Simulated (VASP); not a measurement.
# Ge (I4_1/amd) in VASP: further runs

Ge is run at these levels: LDA; tasks: single point, relaxation of the atoms.

Everything below comes from runs of VASP 6.6.1. Logs are shortened: lines on timing, memory, paths and dates and some standing lists are left out, and cuts for length are marked.

**1. The cell of the first run**

The structure is tetragonal, space group I4_1/amd (No. 141). The conventional cell has a = 4.015 Å, b = 4.015 Å, c = 5.581 Å, α = 90.00°, β = 90.00°, γ = 90.00°. Ge (site symmetry -4m2) has 4 Ge at 2.44 Å within 3.2 Å.

**2. Single point, LDA (strained cell)**

The input, INCAR:

```
PREC     = Accurate       # precision mode
ENCUT    = 520            # plane-wave cutoff, eV
EDIFF    = 1E-7           # SCF threshold, eV
ISMEAR   = 0              # smearing method
SIGMA    = 0.1            # smearing width, eV
LREAL    = F              # projectors in reciprocal space
LASPH    = T              # aspherical terms in the spheres
NELM     = 100            # most SCF steps
ALGO     = Normal         # electronic algorithm
ISIF     = 2              # what is computed and relaxed
LWAVE    = F              # write WAVECAR
LCHARG   = T              # write CHGCAR
GGA      = CA             # functional
LELF     = T              # ELF
LVHAR    = T            
NBANDS   = 21             # bands
```

The input, KPOINTS:

```
regular mesh
0
Gamma
  12 12 12
```

The input, POSCAR:

```
Ge
1.0
    0.0000000000      2.8389684436      2.7904298382
    2.8389684436      0.0000000000      2.7904298382
    2.8389684436      2.8389684436      0.0000000000
Ge
2
Direct
    0.0000000000      0.0000000000      0.0000000000
    0.2500000000      0.2500000000      0.2500000000
```

Potentials or basis: VASP PAW LDA potentials, release 64 (Ge_d).

On the command line:

```console
$ cat potpaw_LDA.64/Ge_d/POTCAR > POTCAR
$ mpirun -np 1 vasp_std > vasp.out
```

OUTCAR:

```text
PREC = Accurate
   ENCUT = 520
   EDIFF = 1E-7
   ISMEAR = 0
   LREAL = F
   LASPH = T
   NELM = 100
   ISIF = 2
   GGA = CA

 ion  position               nearest neighbor table
   1  0.000  0.000  0.000-   2 2.44   2 2.44   2 2.44   2 2.44
   2  0.250  0.250  0.250-   1 2.44   1 2.44   1 2.44   1 2.44

  LATTYP: Found a body centered tetragonal cell.
 ALAT       =     4.0149076761
 C/A-ratio  =     1.3900343736

  Lattice vectors:

 A1 = (   0.0000000000,  -2.8389684436,  -2.7904298382)
 A2 = (   0.0000000000,   2.8389684436,  -2.7904298382)
 A3 = (   2.8389684436,   0.0000000000,   2.7904298382)

Analysis of symmetry for initial positions (statically):
=====================================================================
 Subroutine PRICEL returns:
 Original cell was already a primitive cell.

 Routine SETGRP: Setting up the symmetry group for a
 body centered tetragonal supercell.

 Subroutine GETGRP returns: Found 16 space group operations
 (whereof  8 operations were pure point group operations)
 out of a pool of 16 trial point group operations.

The static configuration has the point symmetry D_2d.
 The point group associated with its full space group is D_4h.

Analysis of symmetry for dynamics (positions and initial velocities):
=====================================================================
 Subroutine PRICEL returns:
 Original cell was already a primitive cell.

 Routine SETGRP: Setting up the symmetry group for a
 body centered tetragonal supercell.

 Subroutine GETGRP returns: Found 16 space group operations
 (whereof  8 operations were pure point group operations)
 out of a pool of 16 trial point group operations.

The dynamic configuration has the point symmetry D_2d.
 The point group associated with its full space group is D_4h.

 Subroutine INISYM returns: Found 16 space group operations
 (whereof  8 operations are pure point group operations),
 and found     1 'primitive' translations

----------------------------------------------------------------------------------------

                                     Primitive cell

  volume of cell :      44.9803

  direct lattice vectors                    reciprocal lattice vectors
     0.000000000  2.838968444  2.790429838    -0.176120309  0.176120309  0.179183864
     2.838968444  0.000000000  2.790429838     0.176120309 -0.176120309  0.179183864
     2.838968444  2.838968444  0.000000000     0.176120309  0.176120309 -0.179183864

  length of vectors
     3.980733664  3.980733664  4.014907676     0.306828264  0.306828264  0.306828264

  position of ions in fractional coordinates (direct lattice)
     0.000000000  0.000000000  0.000000000
     0.250000000  0.250000000  0.250000000

  ion indices of the primitive-cell ions
   primitive index   ion index
                 1           1
                 2           2

----------------------------------------------------------------------------------------

 KPOINTS: regular mesh

Automatic generation of k-mesh.
 Grid dimensions read from file:
 generate k-points for:   12   12   12

 Generating k-lattice:

  Cartesian coordinates                     Fractional coordinates (reciprocal lattice)
    -0.014676692  0.014676692  0.014931989     0.083333333 -0.000000000  0.000000000
     0.014676692 -0.014676692  0.014931989    -0.000000000  0.083333333  0.000000000
     0.014676692  0.014676692 -0.014931989     0.000000000  0.000000000  0.083333333

  Length of vectors
     0.025569022  0.025569022  0.025569022

  Shift w.r.t. Gamma in fractional coordinates (k-lattice)
     0.000000000  0.000000000  0.000000000

 Subroutine IBZKPT returns following result:
 ===========================================

 Found    163 irreducible k-points:

 Following reciprocal coordinates:
            Coordinates               Weight
  0.000000  0.000000  0.000000      1.000000
  0.083333  0.000000  0.000000      8.000000
  0.166667 -0.000000  0.000000      8.000000
  0.250000 -0.000000  0.000000      8.000000
  0.333333  0.000000  0.000000      8.000000
  0.416667  0.000000  0.000000      8.000000
[... 16 lines left out ...]
  0.500000  0.166667  0.000000      8.000000
 -0.416667  0.166667  0.000000      8.000000
 [... further k-points ...]
   k-points           NKPTS =    163   k-points in BZ     NKDIM =    163   number of bands    NBANDS=     21
   number of dos      NEDOS =    301   number of ions     NIONS =      2
   total plane-waves  NPLWV =  27000
   dimension x,y,z NGX =    30 NGY =   30 NGZ =   30
   dimension x,y,z NGXF=    60 NGYF=   60 NGZF=   60
   ions per type =               2
   NGX,Y,Z   is equivalent  to a cutoff of  12.53, 12.53, 12.42 a.u.
   NGXF,Y,Z  is equivalent  to a cutoff of  25.06, 25.06, 24.84 a.u.
 SYSTEM =  unknown system
   PREC   = accura    normal or accurate (medium, high low for compatibility)
   ISTART =      0    job   : 0-new  1-cont  2-samecut
   ICHARG =      2    charge: 1-file 2-atom 10-const
   ISPIN  =      1    spin polarized calculation?
   LNONCOLLINEAR =      F non collinear calculations
   LSORBIT =      F    spin-orbit coupling
   LASPH  =      T    aspherical Exc in radial PAW
   ENCUT  =  520.0 eV  38.22 Ry    6.18 a.u.   7.40  7.40  7.47*2*pi/ulx,y,z
   NELM   =    100;   NELMIN=  2; NELMDL= -5     # of ELM steps
   EDIFF  = 0.1E-06   stopping-criterion for ELM
   LREAL  =      F    real-space projection
   EDIFFG = 0.1E-05   stopping-criterion for IOM
   NSW    =      0    number of steps for IOM
   IBRION =     -1    ionic relax: 0-MD 1-quasi-New 2-CG
   NFREE  =      0    steps in history (QN), initial steepest desc. (CG)
   ISIF   =      2    stress and relaxation
   ISYM   =      2    0-nonsym 1-usesym 2-fastsym
   POTIM  = 0.5000    time-step for ionic-motion
   TEBEG  =    0.0;   TEEND  =   0.0 temperature during run
   PSTRESS=    0.0 pullay stress
   NELECT =      28.0000    total number of electrons
   NUPDOWN=      -1.0000    fix difference up-down
   EMIN   =  10.00;   EMAX   =-10.00  energy-range for DOS
   EFERMI =   0.00;   METHOD = LEGACY
   ISMEAR =     0;   SIGMA  =   0.10  broadening in eV -4-tet -1-fermi 0-gaus
   EFERMI_NEDOS =   21; number of points for ismear=-14 and -15
   IALGO  =     38    algorithm
   IMIX   =      4    mixing-type and parameters
     AMIX     =   0.40;   BMIX     =  1.00
     AMIX_MAG =   1.60;   BMIX_MAG =  1.00
  volume/ion in A,a.u.               =      22.49       151.77
  Fermi-wavevector in a.u.,A,eV,Ry     =   1.397827  2.641510 26.584701  1.953920
  Thomas-Fermi vector in A             =   2.521045
   LORBIT       =      0    0 simple, 1 ext, 2 COOP (PROOUT), +10 PAW based schemes
   GGA     = CA    functional components
   LHFCALC =     F    Hartree Fock is set to
   AEXX    =    0.0000 exact exchange contribution
   IVDW    =     0    specifies the selected vdW correction
   LEPSILON=     F    determine dielectric tensor
   LRPA    =     F    only Hartree local field effects (RPA)
 non-spin polarized calculation
 Gauss-broadening in eV      SIGMA  =   0.10
  energy-cutoff  :      520.00
  volume of cell :       44.98
 maximum number of plane-waves:      1235
 NGX is ok and might be reduce to    30
   NGX = 15   NGY = 15   NGZ = 15

 number of electron      28.0000024 magnetization

 Free energy of the ion-electron system (eV)
  ---------------------------------------------------
  ext. energy  EPLUGINS =         0.00000000
  ---------------------------------------------------
  free energy    TOTEN  =       -10.38815604 eV

  energy without entropy =      -10.38787065  energy(sigma->0) =      -10.38801335

 E-fermi :   4.7955     XC(G=0): -10.3199

 val. band max:        4.7441782024   @ k =   0.0000   0.0000   0.0000
 cond. band min:       4.8683981626   @ k =   0.5000  -0.0000   0.0000
 fundamental gap:      0.1242199602
 Fermi energy:         4.7954532020

 k-point     1 :       0.0000    0.0000    0.0000
  band No.  band energies     occupation
      1     -20.1638      2.00000
      2     -20.1593      2.00000
      3     -20.1593      2.00000
      4     -20.1245      2.00000
      5     -20.1226      2.00000
      6     -19.9119      2.00000
[... 13 lines left out ...]
     20      14.1822      0.00000
     21      14.5177      0.00000

 k-point     2 :       0.0833    0.0000    0.0000
  band No.  band energies     occupation
      1     -20.1670      2.00000
      2     -20.1637      2.00000
      3     -20.1592      2.00000
      4     -20.1184      2.00000
      5     -20.1169      2.00000
      6     -19.9174      2.00000
[... 13 lines left out ...]
     20      13.5992      0.00000
     21      13.8580      0.00000

 k-point     3 :       0.1667   -0.0000    0.0000
  band No.  band energies     occupation
      1     -20.1745      2.00000
      2     -20.1713      2.00000
      3     -20.1564      2.00000
      4     -20.1064      2.00000
      5     -20.1053      2.00000
      6     -19.9279      2.00000
[... 13 lines left out ...]
     20      13.0636      0.00000
     21      13.2520      0.00000

 k-point     4 :       0.2500   -0.0000    0.0000
  band No.  band energies     occupation
      1     -20.1811      2.00000
      2     -20.1774      2.00000
      3     -20.1521      2.00000
      4     -20.0949      2.00000
      5     -20.0941      2.00000
      6     -19.9371      2.00000
[... 13 lines left out ...]
     20      13.0943      0.00000
     21      13.1962      0.00000

 k-point     5 :       0.3333    0.0000    0.0000
  band No.  band energies     occupation
      1     -20.1854      2.00000
      2     -20.1810      2.00000
      3     -20.1476      2.00000
      4     -20.0866      2.00000
      5     -20.0861      2.00000
      6     -19.9432      2.00000
[... 13 lines left out ...]
     20      13.7738      0.00000
     21      13.7926      0.00000
[... 382 lines left out ...]
     20      14.4241      0.00000
     21      15.0980      0.00000

 k-point    22 :       0.4167    0.1667    0.0000
  band No.  band energies     occupation
      1     -20.1984      2.00000
      2     -20.1829      2.00000
      3     -20.1347      2.00000
      4     -20.0763      2.00000
      5     -20.0582      2.00000
      6     -19.9851      2.00000
[... 13 lines left out ...]
     20      15.0397      0.00000
     21      16.0318      0.00000

 k-point    23 :       0.5000    0.1667    0.0000
  band No.  band energies     occupation
      1     -20.2032      2.00000
      2     -20.1865      2.00000
      3     -20.1239      2.00000
      4     -20.0672      2.00000
      5     -20.0617      2.00000
      6     -19.9780      2.00000
[... 13 lines left out ...]
     20      15.7896      0.00000
     21      16.0741      0.00000

 k-point    24 :      -0.4167    0.1667    0.0000
  band No.  band energies     occupation
      1     -20.2041      2.00000
      2     -20.1891      2.00000
      3     -20.1189      2.00000
      4     -20.0704      2.00000
      5     -20.0606      2.00000
      6     -19.9642      2.00000
[... 13 lines left out ...]
     20      14.4966      0.00000
     21      15.1184      0.00000

 [... further k-points ...]

------------------------ aborting loop because EDIFF is reached ----------------------------------------

  FORCE on cell =-STRESS in cart. coord.  units (eV):
  Direction    XX          YY          ZZ          XY          YZ          ZX
  --------------------------------------------------------------------------------------
  -------------------------------------------------------------------------------------
  Total       -0.3289124     -0.3289124      0.0168820      0.0000000      0.0000000      0.0000000
  in kB      -11.7157096    -11.7157096      0.6013290      0.0000000      0.0000000      0.0000000
  external PRESSURE =      -7.6100301 kB  Pullay stress =       0.0000000 kB

 VOLUME and BASIS-vectors are now :
 -----------------------------------------------------------------------------
  energy-cutoff  :      520.00
  volume of cell :       44.98
      direct lattice vectors                 reciprocal lattice vectors
     0.000000000  2.838968444  2.790429838    -0.176120309  0.176120309  0.179183864
     2.838968444  0.000000000  2.790429838     0.176120309 -0.176120309  0.179183864
     2.838968444  2.838968444  0.000000000     0.176120309  0.176120309 -0.179183864

 POSITION                                       TOTAL-FORCE (eV/Angst)
 -----------------------------------------------------------------------------------
      0.00000      0.00000      0.00000        -0.000000      0.000000      0.000000
      1.41948      1.41948      1.39521         0.000000     -0.000000     -0.000000
 -----------------------------------------------------------------------------------
    total drift:                                0.000000     -0.000000      0.000000

  FREE ENERGIE OF THE ION-ELECTRON SYSTEM (eV)
  ---------------------------------------------------
  free  energy   TOTEN  =       -10.3881560417 eV

  energy  without entropy=      -10.3878706507  energy(sigma->0) =      -10.38801335
```

Run time: 1.9 min. Hardware: 1 thread of Intel Xeon Platinum 8488C (Sapphire Rapids), shared host; peak memory 0.23 GiB.

Results:

```yaml
Free_energy: -10.3882 eV
Pressure: -0.8 GPa
Band_gap_on_the_k_mesh: 0.12 eV, indirect (least direct gap 0.13 eV)
```

Levels at points of the mesh, in eV from the valence-band top:
```csv
k point,band 12,band 13,band 14,band 15,band 16,band 17
"(0.00, 0.00, 0.00)",-0.04,0.00,0.00,0.13,2.52,2.60
"(0.50, 0.00, 0.00)",-7.62,-1.45,-1.29,0.12,3.71,3.83
"(0.50, 0.50, 0.00)",-8.85,-3.13,-3.13,0.61,0.61,9.52
"(0.50, 0.00, 0.50)",-8.93,-3.01,-3.01,0.75,0.75,9.48
```

Caveat: the cell differs from its parent crystal (strained cell).

(Continued in part 2 of 3.)
